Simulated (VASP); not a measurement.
# Pd (Fm-3m) in VASP: further runs

The runs below take Pd through elastic constants, with PBEsol, LDA.

Program: VASP 6.6.1. These are calculated values, not measurements. Logs are shortened: lines on timing, memory, paths and dates and some standing lists are left out, and cuts for length are marked.

## (1) The cell of the first run

It takes space group Fm-3m (No. 225, cubic). Conventional cell: a = 3.893 Å, b = 3.893 Å, c = 3.893 Å, α = 90.00°, β = 90.00°, γ = 90.00°. Pd (site symmetry m-3m) has 12 Pd at 2.75 Å within 3.6 Å.

## (2) Elastic constants, PBEsol

File INCAR:

```
SYSTEM = Pd
PREC = Accurate
ENCUT = 600
EDIFF = 1E-8
ISMEAR = -1
SIGMA = 0.05
LREAL = .False.
LASPH = .True.
NELM = 60
ALGO = Fast
ISIF = 3
LWAVE = .False.
LCHARG = .True.
GGA = PS
NBANDS = 11
IBRION = 6
NFREE = 2
POTIM = 0.015
NSW = 1
```

File KPOINTS:

```
regular mesh
0
Gamma
  9 9 9
  0 0 0
```

File POSCAR:

```
Pd
1.0
    0.0000000000      1.9465000000      1.9465000000
    1.9465000000      0.0000000000      1.9465000000
    1.9465000000      1.9465000000      0.0000000000
Pd
1
Direct
    0.0000000000      0.0000000000      0.0000000000
```

Potentials or basis: VASP PAW PBE potentials, release 64 (Pd).

Launch:

```console
$ cat potpaw_PBE.64/Pd/POTCAR > POTCAR
$ mpirun -np 1 vasp_std > vasp.out
```

OUTCAR:

```text
SYSTEM = Pd
   PREC = Accurate
   ENCUT = 600
   EDIFF = 1E-8
   ISMEAR = -1
   LREAL = .False.
   LASPH = .True.
   NELM = 60
   ISIF = 3
   GGA = PS
   IBRION = 6
   NFREE = 2
   POTIM = 0.015
   NSW = 1

 ion  position               nearest neighbor table
   1  0.000  0.000  0.000-

  LATTYP: Found a face centered cubic cell.
 ALAT       =     3.8930000000

  Lattice vectors:

 A1 = (   0.0000000000,   1.9465000000,   1.9465000000)
 A2 = (   1.9465000000,   0.0000000000,   1.9465000000)
 A3 = (   1.9465000000,   1.9465000000,   0.0000000000)

Analysis of symmetry for initial positions (statically):
[... 33 lines left out ...]
                                     Primitive cell

  volume of cell :      14.7500

  direct lattice vectors                    reciprocal lattice vectors
     0.000000000  1.946500000  1.946500000    -0.256871307  0.256871307  0.256871307
     1.946500000  0.000000000  1.946500000     0.256871307 -0.256871307  0.256871307
     1.946500000  1.946500000  0.000000000     0.256871307  0.256871307 -0.256871307

  length of vectors
     2.752766699  2.752766699  2.752766699     0.444914156  0.444914156  0.444914156

  position of ions in fractional coordinates (direct lattice)
     0.000000000  0.000000000  0.000000000

  ion indices of the primitive-cell ions
   primitive index   ion index
                 1           1

----------------------------------------------------------------------------------------

 KPOINTS: regular mesh

Automatic generation of k-mesh.
 Grid dimensions read from file:
 generate k-points for:    9    9    9

 Generating k-lattice:

  Cartesian coordinates                     Fractional coordinates (reciprocal lattice)
    -0.028541256  0.028541256  0.028541256     0.111111111  0.000000000  0.000000000
     0.028541256 -0.028541256  0.028541256     0.000000000  0.111111111  0.000000000
     0.028541256  0.028541256 -0.028541256     0.000000000  0.000000000  0.111111111

  Length of vectors
     0.049434906  0.049434906  0.049434906

  Shift w.r.t. Gamma in fractional coordinates (k-lattice)
     0.000000000  0.000000000  0.000000000

 Subroutine IBZKPT returns following result:
 ===========================================

 Found     35 irreducible k-points:

 Following reciprocal coordinates:
            Coordinates               Weight
  0.000000  0.000000  0.000000      1.000000
  0.111111  0.000000  0.000000      8.000000
  0.222222  0.000000  0.000000      8.000000
  0.333333  0.000000  0.000000      8.000000
  0.444444  0.000000  0.000000      8.000000
  0.111111  0.111111  0.000000      6.000000
[... 16 lines left out ...]
 -0.333333  0.333333  0.000000     12.000000
  0.444444  0.444444  0.000000      6.000000
 [... further k-points ...]
   k-points           NKPTS =     35   k-points in BZ     NKDIM =     35   number of bands    NBANDS=     11
   number of dos      NEDOS =    301   number of ions     NIONS =      1
   total plane-waves  NPLWV =  13824
   dimension x,y,z NGX =    24 NGY =   24 NGZ =   24
   dimension x,y,z NGXF=    48 NGYF=   48 NGZF=   48
   ions per type =               1
   NGX,Y,Z   is equivalent  to a cutoff of  14.49, 14.49, 14.49 a.u.
   NGXF,Y,Z  is equivalent  to a cutoff of  28.99, 28.99, 28.99 a.u.
 SYSTEM =  Pd
   PREC   = accura    normal or accurate (medium, high low for compatibility)
   ISTART =      0    job   : 0-new  1-cont  2-samecut
   ICHARG =      2    charge: 1-file 2-atom 10-const
   ISPIN  =      1    spin polarized calculation?
   LNONCOLLINEAR =      F non collinear calculations
   LSORBIT =      F    spin-orbit coupling
   LASPH  =      T    aspherical Exc in radial PAW
   ENCUT  =  600.0 eV  44.10 Ry    6.64 a.u.   5.50  5.50  5.50*2*pi/ulx,y,z
   NELM   =     60;   NELMIN=  2; NELMDL= -5     # of ELM steps
   EDIFF  = 0.1E-07   stopping-criterion for ELM
   LREAL  =      F    real-space projection
   EDIFFG = 0.1E-06   stopping-criterion for IOM
   NSW    =     49    number of steps for IOM
   IBRION =      6    ionic relax: 0-MD 1-quasi-New 2-CG
   NFREE  =      2    steps in history (QN), initial steepest desc. (CG)
   ISIF   =      3    stress and relaxation
   ISYM   =      2    0-nonsym 1-usesym 2-fastsym
   POTIM  = 0.0150    time-step for ionic-motion
   TEBEG  =    0.0;   TEEND  =   0.0 temperature during run
   PSTRESS=    0.0 pullay stress
   NELECT =      10.0000    total number of electrons
   NUPDOWN=      -1.0000    fix difference up-down
   EMIN   =  10.00;   EMAX   =-10.00  energy-range for DOS
   EFERMI =   0.00;   METHOD = LEGACY
   ISMEAR =    -1;   SIGMA  =   0.05  broadening in eV -4-tet -1-fermi 0-gaus
   EFERMI_NEDOS =   21; number of points for ismear=-14 and -15
   IALGO  =     68    algorithm
   IMIX   =      4    mixing-type and parameters
     AMIX     =   0.40;   BMIX     =  1.00
     AMIX_MAG =   1.60;   BMIX_MAG =  1.00
  volume/ion in A,a.u.               =      14.75        99.54
  Fermi-wavevector in a.u.,A,eV,Ry     =   1.438171  2.717748 28.141404  2.068335
  Thomas-Fermi vector in A             =   2.557167
   LORBIT       =      0    0 simple, 1 ext, 2 COOP (PROOUT), +10 PAW based schemes
   GGA     = PS    functional components
   LHFCALC =     F    Hartree Fock is set to
   AEXX    =    0.0000 exact exchange contribution
   IVDW    =     0    specifies the selected vdW correction
   LEPSILON=     F    determine dielectric tensor
   LRPA    =     F    only Hartree local field effects (RPA)
 finite differences with symmetry
 non-spin polarized calculation
 RMM-DIIS sequential band-by-band and
  energy-cutoff  :      600.00
  volume of cell :       14.75
 maximum number of plane-waves:       531
 NGX is ok and might be reduce to    24
   NGX = 11   NGY = 11   NGZ = 11

--------------------------------------- Ionic step        1  -------------------------------------------

 number of electron      10.0000000 magnetization

 number of electron       9.9999999 magnetization

 Free energy of the ion-electron system (eV)
  ---------------------------------------------------
  ext. energy  EPLUGINS =         0.00000000
  ---------------------------------------------------
  free energy    TOTEN  =        -5.97493254 eV

  energy without entropy =       -5.95661772  energy(sigma->0) =       -5.96577513

------------------------ aborting loop because EDIFF is reached ----------------------------------------

  FORCE on cell =-STRESS in cart. coord.  units (eV):
  Direction    XX          YY          ZZ          XY          YZ          ZX
  --------------------------------------------------------------------------------------
  -------------------------------------------------------------------------------------
  Total       -0.3073185     -0.3073185     -0.3073185      0.0000000     -0.0000000      0.0000000
  in kB      -33.3815122    -33.3815122    -33.3815122      0.0000000     -0.0000000      0.0000000
  external PRESSURE =     -33.3815122 kB  Pullay stress =       0.0000000 kB
[... 86 lines left out ...]
  FREE ENERGIE OF THE ION-ELECTRON SYSTEM (eV)
  ---------------------------------------------------
  free  energy   TOTEN  =        -5.9769424394 eV

  energy  without entropy=       -5.9589428589  energy(sigma->0) =       -5.96794265

[... ionic steps 4 to 12 ...]

--------------------------------------- Ionic step       13  -------------------------------------------

 number of electron       9.9999999 magnetization

------------------------ aborting loop because EDIFF is reached ----------------------------------------

  FORCE on cell =-STRESS in cart. coord.  units (eV):
  Direction    XX          YY          ZZ          XY          YZ          ZX
  --------------------------------------------------------------------------------------
  -------------------------------------------------------------------------------------
  Total       -0.3027624     -0.3109577     -0.3006838      0.0000000      0.0000000      0.0986194
  in kB      -32.8866253    -33.7768097    -32.6608426      0.0000000      0.0000000     10.7122222
  external PRESSURE =     -33.1080925 kB  Pullay stress =       0.0000000 kB
[... 55 lines left out ...]
  energy  without entropy=       -5.9566182117  energy(sigma->0) =       -5.96577559

--------------------------------------- Ionic step       15  -------------------------------------------

 number of electron      10.0000000 magnetization

 Free energy of the ion-electron system (eV)
  ---------------------------------------------------
  ext. energy  EPLUGINS =         0.00000000
  ---------------------------------------------------
  free energy    TOTEN  =        -5.97493298 eV

  energy without entropy =       -5.95661821  energy(sigma->0) =       -5.96577559

 E-fermi :   9.5821     XC(G=0): -13.3834

 val. band max:        9.5660322465   @ k =   0.4444   0.1111   0.0000
 cond. band min:       9.6077332323   @ k =  -0.4444   0.3333   0.0000
 fundamental gap:      0.0417009858
 Fermi energy:         9.5820978679

 k-point     1 :       0.0000    0.0000    0.0000
  band No.  band energies     occupation
      1       2.3807      2.00000
      2       6.7452      2.00000
      3       6.7452      2.00000
      4       6.7452      2.00000
      5       8.3790      2.00000
      6       8.3790      2.00000
      7      26.7480      0.00000
      8      31.5196      0.00000
      9      31.5196      0.00000
     10      31.5196      0.00000
     11      35.6538      0.00000
[... 309 lines left out ...]
 k-point    24 :       0.4444    0.4444    0.0000
  band No.  band energies     occupation
      1       4.2579      2.00000
      2       4.5271      2.00000
      3       9.5208      1.54634
      4       9.7478      0.07014
      5       9.7478      0.07014
      6      12.1769      0.00000
      7      21.1946      0.00000
      8      23.0385      0.00000
      9      23.0385      0.00000
     10      31.0380      0.00000
     11      31.1294      0.00000

 [... further k-points ...]
[... 5 lines left out ...]
  --------------------------------------------------------------------------------------
  -------------------------------------------------------------------------------------
  Total       -0.3077623     -0.3077623     -0.3077623      0.0000000     -0.0000000      0.0000000
  in kB      -33.4297182    -33.4297182    -33.4297182      0.0000000     -0.0000000      0.0000000
  external PRESSURE =     -33.4297182 kB  Pullay stress =       0.0000000 kB
[... 16 lines left out ...]
  FREE ENERGIE OF THE ION-ELECTRON SYSTEM (eV)
  ---------------------------------------------------
  free  energy   TOTEN  =        -5.9749329769 eV

  energy  without entropy=       -5.9566182094  energy(sigma->0) =       -5.96577559

 INTERNAL STRAIN TENSORS FROM STRAINED CELLS
 ============================================

 INTERNAL STRAIN TENSOR FOR ION    1 for displacements in x,y,z  (eV/Angst):
          X           Y           Z          XY          YZ          ZX
  --------------------------------------------------------------------------------
  x     0.00000    -0.00000    -0.00000     0.00000     0.00000    -0.00000
  y    -0.00000     0.00000    -0.00000     0.00000     0.00000     0.00000
  z     0.00000    -0.00000     0.00000    -0.00000     0.00000    -0.00000

 INTERNAL STRAIN TENSORS FROM DISPLACED ATOMS
 ============================================

 INTERNAL STRAIN TENSOR FOR ION    1 for displacements in x,y,z  (eV/Angst):
          X           Y           Z          XY          YZ          ZX
  --------------------------------------------------------------------------------
  x     0.00000     0.00000     0.00000     0.00000     0.00000     0.00000
  y     0.00000     0.00000     0.00000     0.00000     0.00000     0.00000
  z     0.00000     0.00000     0.00000     0.00000     0.00000     0.00000

 Eigenvectors and eigenvalues of the dynamical matrix
 ----------------------------------------------------

   1 f/i=    0.000000 THz     0.000000 2PiTHz    0.000000 cm-1     0.000000 meV
             X         Y         Z           dx          dy          dz
      0.000000  0.000000  0.000000     1.000000    0.000000    0.000000

   2 f/i=    0.000000 THz     0.000000 2PiTHz    0.000000 cm-1     0.000000 meV
             X         Y         Z           dx          dy          dz
      0.000000  0.000000  0.000000     0.000000    1.000000    0.000000

   3 f/i=    0.000000 THz     0.000000 2PiTHz    0.000000 cm-1     0.000000 meV
             X         Y         Z           dx          dy          dz
      0.000000  0.000000  0.000000     0.000000    0.000000    1.000000

--------------------------------------------------------------------------------------------------------

 ELASTIC MODULI CONTR FROM IONIC RELAXATION (kBar)
 Direction    XX          YY          ZZ          XY          YZ          ZX
 --------------------------------------------------------------------------------
 XX           0.0000      0.0000      0.0000      0.0000      0.0000      0.0000
 YY           0.0000      0.0000      0.0000      0.0000      0.0000      0.0000
 ZZ           0.0000      0.0000      0.0000      0.0000      0.0000      0.0000
 XY           0.0000      0.0000      0.0000      0.0000      0.0000      0.0000
 YZ           0.0000      0.0000      0.0000      0.0000      0.0000      0.0000
 ZX           0.0000      0.0000      0.0000      0.0000      0.0000      0.0000
 --------------------------------------------------------------------------------

 TOTAL ELASTIC MODULI (kBar)
 Direction    XX          YY          ZZ          XY          YZ          ZX
 --------------------------------------------------------------------------------
 XX        2482.6475   1642.6024   1642.6024      0.0000     -0.0000     -0.0000
 YY        1642.6024   2482.6475   1642.6024      0.0000      0.0000      0.0000
 ZZ        1642.6024   1642.6024   2482.6475      0.0000      0.0000      0.0000
 XY           0.0000      0.0000      0.0000    714.2981      0.0000      0.0000
 YZ          -0.0000      0.0000      0.0000      0.0000    714.2981      0.0000
 ZX          -0.0000      0.0000      0.0000      0.0000      0.0000    714.2981
 --------------------------------------------------------------------------------
```

Wall time 6.3 min (1 thread of AMD EPYC 7R43 (Zen 3), shared host); peak memory 0.2 GiB.

What came out:

- Elastic constants C11, C12, C44: 248, 164, 71 GPa
- Voigt bulk modulus: 192 GPa

Elastic tensor in Voigt notation (GPa, in the Cartesian axes of the cell as first typed):
```
248 164 164   0   0   0
164 248 164   0   0   0
164 164 248   0   0   0
  0   0   0  71   0   0
  0   0   0   0  71   0
  0   0   0   0   0  71
```

Clamped-ion elastic tensor (GPa):
```
248 164 164   0   0   0
164 248 164   0   0   0
164 164 248   0   0   0
  0   0   0  71   0   0
  0   0   0   0  71   0
  0   0   0   0   0  71
```

Caveat: the cell is under stress, which shifts elastic constants; the PAW data sets were made with another functional, which shifts forces and pressure a little.

## (3) Elastic constants, LDA

File INCAR:

```
SYSTEM = Pd
PREC     = Accurate       ! precision mode
ENCUT    = 600            ! plane-wave cutoff, eV
EDIFF    = 1E-8           ! SCF threshold, eV
ISMEAR   = -1             ! smearing method
SIGMA    = 0.05           ! smearing width, eV
LREAL    = .FALSE.        ! projectors in reciprocal space
LASPH    = .TRUE.         ! aspherical terms in the spheres
NELM     = 100            ! most SCF steps
ALGO     = Fast           ! electronic algorithm
ISIF     = 3              ! what is computed and relaxed
LWAVE    = .FALSE.        ! write WAVECAR
LCHARG   = .TRUE.         ! write CHGCAR
GGA      = CA             ! functional
NBANDS   = 11             ! bands
IBRION   = 6              ! ionic algorithm
NFREE    = 2            
POTIM    = 0.015          ! step
NSW      = 1              ! ionic steps
```

File KPOINTS:

```
Automatic mesh
0
G
  9 9 9
  0 0 0
```

POSCAR is that of step 2.

Potentials or basis: VASP PAW LDA potentials, release 64 (Pd).

Launch:

```console
$ cat potpaw_LDA.64/Pd/POTCAR > POTCAR
$ mpirun -np 1 vasp_std > vasp.out
```

Wall time 94 s (1 thread of Intel Xeon 6975P-C (Granite Rapids), shared host); peak memory 0.2 GiB.

Results (log left out):

```
Elastic constants C11, C12, C44 : 245, 163, 66 GPa
Voigt bulk modulus              : 190 GPa
```

Elastic tensor in Voigt notation (GPa, in the Cartesian axes of the cell as first typed):
```
245 163 163   0   0   0
163 245 163   0   0   0
163 163 245   0   0   0
  0   0   0  66   0   0
  0   0   0   0  66   0
  0   0   0   0   0  66
```

Clamped-ion elastic tensor (GPa):
```
245 163 163   0   0   0
163 245 163   0   0   0
163 163 245   0   0   0
  0   0   0  66   0   0
  0   0   0   0  66   0
  0   0   0   0   0  66
```

Caveat: the cell is under stress, which shifts elastic constants.
